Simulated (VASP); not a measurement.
# LiCl in VASP: further runs

Runs on LiCl. Level: PBE. Tasks: single point.

Program: VASP 6.6.1. These are calculated values, not measurements. Logs are shortened: lines on timing, memory, paths and dates and some standing lists are left out, and cuts for length are marked.

## (1) The cell of the first run

Symmetry: Fm-3m, No. 225, cubic system. Conventional cell: a = 5.130 Å, b = 5.130 Å, c = 5.130 Å, α = 90.00°, β = 90.00°, γ = 90.00°. Li (site symmetry m-3m) has 6 Cl at 2.56 Å within 3.4 Å. Cl (site symmetry m-3m) has 6 Li at 2.56 Å within 3.4 Å.

## (2) Single point, PBE

Input file INCAR:

```
  PREC = Accurate
  ENCUT = 520
  EDIFF = 1E-6
  ISMEAR = 0
  SIGMA = 0.02
  LREAL = False
  LASPH = True
  NELM = 80
  ALGO = Normal
  ISIF = 2
  LWAVE = False
  LCHARG = False
  GGA = PE
  NBANDS = 12
```

Input file KPOINTS:

```
Automatic mesh
0
Gamma
  6 6 6
```

Input file POSCAR:

```
LiCl
1.0
    0.0000000000      2.5647700000      2.5647700000
    2.5647700000      0.0000000000      2.5647700000
    2.5647700000      2.5647700000      0.0000000000
Li Cl
1 1
Direct
    0.0000000000      0.0000000000      0.0000000000
    0.5000000000      0.5000000000      0.5000000000
```

Potentials or basis: VASP PAW PBE potentials, release 64 (Li_sv, Cl).

The run is started by

```bash
$ cat potpaw_PBE.64/Li_sv/POTCAR potpaw_PBE.64/Cl/POTCAR > POTCAR
$ mpirun -np 1 vasp_std > vasp.out
```

OUTCAR:

```text
PREC = Accurate
   ENCUT = 520
   EDIFF = 1E-6
   ISMEAR = 0
   LREAL = False
   LASPH = True
   NELM = 80
   ISIF = 2
   GGA = PE

 ion  position               nearest neighbor table
   1  0.000  0.000  0.000-   2 2.56   2 2.56   2 2.56   2 2.56   2 2.56   2 2.56
   2  0.500  0.500  0.500-   1 2.56   1 2.56   1 2.56   1 2.56   1 2.56   1 2.56

  LATTYP: Found a face centered cubic cell.
 ALAT       =     5.1295400000

  Lattice vectors:

 A1 = (   0.0000000000,   2.5647700000,   2.5647700000)
 A2 = (   2.5647700000,   0.0000000000,   2.5647700000)
 A3 = (   2.5647700000,   2.5647700000,   0.0000000000)

Analysis of symmetry for initial positions (statically):
=====================================================================
 Subroutine PRICEL returns:
 Original cell was already a primitive cell.

 Routine SETGRP: Setting up the symmetry group for a
 face centered cubic supercell.

 Subroutine GETGRP returns: Found 48 space group operations
 (whereof 48 operations were pure point group operations)
 out of a pool of 48 trial point group operations.

The static configuration has the point symmetry O_h .

Analysis of symmetry for dynamics (positions and initial velocities):
=====================================================================
 Subroutine PRICEL returns:
 Original cell was already a primitive cell.

 Routine SETGRP: Setting up the symmetry group for a
 face centered cubic supercell.

 Subroutine GETGRP returns: Found 48 space group operations
 (whereof 48 operations were pure point group operations)
 out of a pool of 48 trial point group operations.

The dynamic configuration has the point symmetry O_h .

 Subroutine INISYM returns: Found 48 space group operations
 (whereof 48 operations are pure point group operations),
 and found     1 'primitive' translations

----------------------------------------------------------------------------------------

                                     Primitive cell

  volume of cell :      33.7423

  direct lattice vectors                    reciprocal lattice vectors
     0.000000000  2.564770000  2.564770000    -0.194949255  0.194949255  0.194949255
     2.564770000  0.000000000  2.564770000     0.194949255 -0.194949255  0.194949255
     2.564770000  2.564770000  0.000000000     0.194949255  0.194949255 -0.194949255

  length of vectors
     3.627132518  3.627132518  3.627132518     0.337662014  0.337662014  0.337662014

  position of ions in fractional coordinates (direct lattice)
     0.000000000  0.000000000  0.000000000
     0.500000000  0.500000000  0.500000000

  ion indices of the primitive-cell ions
   primitive index   ion index
                 1           1
                 2           2

----------------------------------------------------------------------------------------

 KPOINTS: Automatic mesh

Automatic generation of k-mesh.
 Grid dimensions read from file:
 generate k-points for:    6    6    6

 Generating k-lattice:

  Cartesian coordinates                     Fractional coordinates (reciprocal lattice)
    -0.032491542  0.032491542  0.032491542     0.166666667  0.000000000  0.000000000
     0.032491542 -0.032491542  0.032491542     0.000000000  0.166666667  0.000000000
     0.032491542  0.032491542 -0.032491542     0.000000000  0.000000000  0.166666667

  Length of vectors
     0.056277002  0.056277002  0.056277002

  Shift w.r.t. Gamma in fractional coordinates (k-lattice)
     0.000000000  0.000000000  0.000000000

 Subroutine IBZKPT returns following result:
 ===========================================

 Found     16 irreducible k-points:

 Following reciprocal coordinates:
            Coordinates               Weight
  0.000000  0.000000  0.000000      1.000000
  0.166667  0.000000  0.000000      8.000000
  0.333333  0.000000  0.000000      8.000000
  0.500000  0.000000  0.000000      4.000000
  0.166667  0.166667  0.000000      6.000000
  0.333333  0.166667  0.000000     24.000000
[... 8 lines left out ...]
 -0.333333  0.333333  0.166667     24.000000
 -0.333333  0.500000  0.166667     12.000000
   k-points           NKPTS =     16   k-points in BZ     NKDIM =     16   number of bands    NBANDS=     12
   number of dos      NEDOS =    301   number of ions     NIONS =      2
   total plane-waves  NPLWV =  21952
   dimension x,y,z NGX =    28 NGY =   28 NGZ =   28
   dimension x,y,z NGXF=    56 NGYF=   56 NGZF=   56
   ions per type =               1   1
   NGX,Y,Z   is equivalent  to a cutoff of  12.83, 12.83, 12.83 a.u.
   NGXF,Y,Z  is equivalent  to a cutoff of  25.67, 25.67, 25.67 a.u.
 SYSTEM =  unknown system
   PREC   = accura    normal or accurate (medium, high low for compatibility)
   ISTART =      0    job   : 0-new  1-cont  2-samecut
   ICHARG =      2    charge: 1-file 2-atom 10-const
   ISPIN  =      1    spin polarized calculation?
   LNONCOLLINEAR =      F non collinear calculations
   LSORBIT =      F    spin-orbit coupling
   LASPH  =      T    aspherical Exc in radial PAW
   ENCUT  =  520.0 eV  38.22 Ry    6.18 a.u.   6.74  6.74  6.74*2*pi/ulx,y,z
   NELM   =     80;   NELMIN=  2; NELMDL= -5     # of ELM steps
   EDIFF  = 0.1E-05   stopping-criterion for ELM
   LREAL  =      F    real-space projection
   EDIFFG = 0.1E-04   stopping-criterion for IOM
   NSW    =      0    number of steps for IOM
   IBRION =     -1    ionic relax: 0-MD 1-quasi-New 2-CG
   NFREE  =      0    steps in history (QN), initial steepest desc. (CG)
   ISIF   =      2    stress and relaxation
   ISYM   =      2    0-nonsym 1-usesym 2-fastsym
   POTIM  = 0.5000    time-step for ionic-motion
   TEBEG  =    0.0;   TEEND  =   0.0 temperature during run
   PSTRESS=    0.0 pullay stress
   NELECT =      10.0000    total number of electrons
   NUPDOWN=      -1.0000    fix difference up-down
   EMIN   =  10.00;   EMAX   =-10.00  energy-range for DOS
   EFERMI =   0.00;   METHOD = LEGACY
   ISMEAR =     0;   SIGMA  =   0.02  broadening in eV -4-tet -1-fermi 0-gaus
   EFERMI_NEDOS =   21; number of points for ismear=-14 and -15
   IALGO  =     38    algorithm
   IMIX   =      4    mixing-type and parameters
     AMIX     =   0.40;   BMIX     =  1.00
     AMIX_MAG =   1.60;   BMIX_MAG =  1.00
  volume/ion in A,a.u.               =      16.87       113.85
  Fermi-wavevector in a.u.,A,eV,Ry     =   1.091482  2.062601 16.209056  1.191332
  Thomas-Fermi vector in A             =   2.227728
   LORBIT       =      0    0 simple, 1 ext, 2 COOP (PROOUT), +10 PAW based schemes
   GGA     = PE    functional components
   LHFCALC =     F    Hartree Fock is set to
   AEXX    =    0.0000 exact exchange contribution
   IVDW    =     0    specifies the selected vdW correction
   LEPSILON=     F    determine dielectric tensor
   LRPA    =     F    only Hartree local field effects (RPA)
 non-spin polarized calculation
 Gauss-broadening in eV      SIGMA  =   0.02
  energy-cutoff  :      520.00
  volume of cell :       33.74
 maximum number of plane-waves:       934
   NGX = 13   NGY = 13   NGZ = 13

 number of electron      10.0000005 magnetization

 Free energy of the ion-electron system (eV)
  ---------------------------------------------------
  ext. energy  EPLUGINS =         0.00000000
  ---------------------------------------------------
  free energy    TOTEN  =        -7.38560045 eV

  energy without entropy =       -7.38560045  energy(sigma->0) =       -7.38560045

 E-fermi :   0.6885     XC(G=0):  -8.7308

 val. band max:        0.5796265506   @ k =   0.0000   0.0000   0.0000
 cond. band min:       6.9204936521   @ k =   0.0000   0.0000   0.0000
 fundamental gap:      6.3408671014
 Fermi energy:         0.6884756593

 k-point     1 :       0.0000    0.0000    0.0000
  band No.  band energies     occupation
      1     -42.9432      2.00000
      2     -12.8170      2.00000
      3       0.5796      2.00000
      4       0.5796      2.00000
      5       0.5796      2.00000
      6       6.9205      0.00000
      7      12.5180      0.00000
      8      12.5180      0.00000
      9      12.5180      0.00000
     10      15.1081      0.00000
     11      15.1093      0.00000
     12      15.1492      0.00000

 k-point     2 :       0.1667    0.0000    0.0000
  band No.  band energies     occupation
      1     -42.9426      2.00000
      2     -12.6867      2.00000
      3      -0.2791      2.00000
      4       0.5103      2.00000
      5       0.5103      2.00000
      6       7.6060      0.00000
      7      11.4943      0.00000
      8      12.0835      0.00000
      9      12.0836      0.00000
     10      13.7739      0.00000
     11      13.7739      0.00000
     12      15.7554      0.00000

 k-point     3 :       0.3333    0.0000    0.0000
  band No.  band energies     occupation
      1     -42.9412      2.00000
      2     -12.4033      2.00000
      3      -1.6399      2.00000
      4       0.3828      2.00000
      5       0.3828      2.00000
      6       7.6437      0.00000
      7      10.6215      0.00000
      8      10.6215      0.00000
      9      12.3005      0.00000
     10      15.6632      0.00000
     11      15.6632      0.00000
     12      16.5690      0.00000
[... 166 lines left out ...]
 k-point    15 :      -0.3333    0.3333    0.1667
  band No.  band energies     occupation
      1     -42.9399      2.00000
      2     -12.0734      2.00000
      3      -1.7838      2.00000
      4      -1.1504      2.00000
      5      -0.2041      2.00000
      6       9.4942      0.00000
      7       9.9337      0.00000
      8      11.5290      0.00000
      9      11.7366      0.00000
     10      15.7891      0.00000
     11      16.6112      0.00000
     12      19.0130      0.00000

 k-point    16 :      -0.3333    0.5000    0.1667
  band No.  band energies     occupation
      1     -42.9397      2.00000
      2     -12.0098      2.00000
      3      -1.9474      2.00000
      4      -1.0724      2.00000
      5      -0.4893      2.00000
      6       9.3191      0.00000
      7       9.9857      0.00000
      8      11.9212      0.00000
      9      12.0131      0.00000
     10      15.5109      0.00000
     11      17.7996      0.00000
     12      19.2243      0.00000

------------------------ aborting loop because EDIFF is reached ----------------------------------------

  FORCE on cell =-STRESS in cart. coord.  units (eV):
  Direction    XX          YY          ZZ          XY          YZ          ZX
  --------------------------------------------------------------------------------------
  -------------------------------------------------------------------------------------
  Total        0.0637261      0.0637261      0.0637261     -0.0000000      0.0000000     -0.0000000
  in kB        3.0258863      3.0258863      3.0258863     -0.0000000      0.0000000     -0.0000000
  external PRESSURE =       3.0258863 kB  Pullay stress =       0.0000000 kB

 VOLUME and BASIS-vectors are now :
 -----------------------------------------------------------------------------
  energy-cutoff  :      520.00
  volume of cell :       33.74
      direct lattice vectors                 reciprocal lattice vectors
     0.000000000  2.564770000  2.564770000    -0.194949255  0.194949255  0.194949255
     2.564770000  0.000000000  2.564770000     0.194949255 -0.194949255  0.194949255
     2.564770000  2.564770000  0.000000000     0.194949255  0.194949255 -0.194949255

 POSITION                                       TOTAL-FORCE (eV/Angst)
 -----------------------------------------------------------------------------------
      0.00000      0.00000      0.00000         0.000000      0.000000      0.000000
      2.56477      2.56477      2.56477        -0.000000     -0.000000     -0.000000
 -----------------------------------------------------------------------------------
    total drift:                                0.000000      0.000000      0.000000

  FREE ENERGIE OF THE ION-ELECTRON SYSTEM (eV)
  ---------------------------------------------------
  free  energy   TOTEN  =        -7.3856004547 eV

  energy  without entropy=       -7.3856004547  energy(sigma->0) =       -7.38560045
```

Wall time 3.9 s (1 thread of Intel Xeon 6975P-C (Granite Rapids), shared host); peak memory 0.14 GiB.

What came out:

| Property | Result |
| --- | --- |
| Free energy | -7.3856 eV |
| Band gap on the k mesh | 6.34 eV, direct |

Caveat: the cutoff is under 1.25 times the usual one of these potentials, so pressure, stress and relaxed cells hold a basis-set (Pulay) error.

(Part 1 of 2 ends here.)
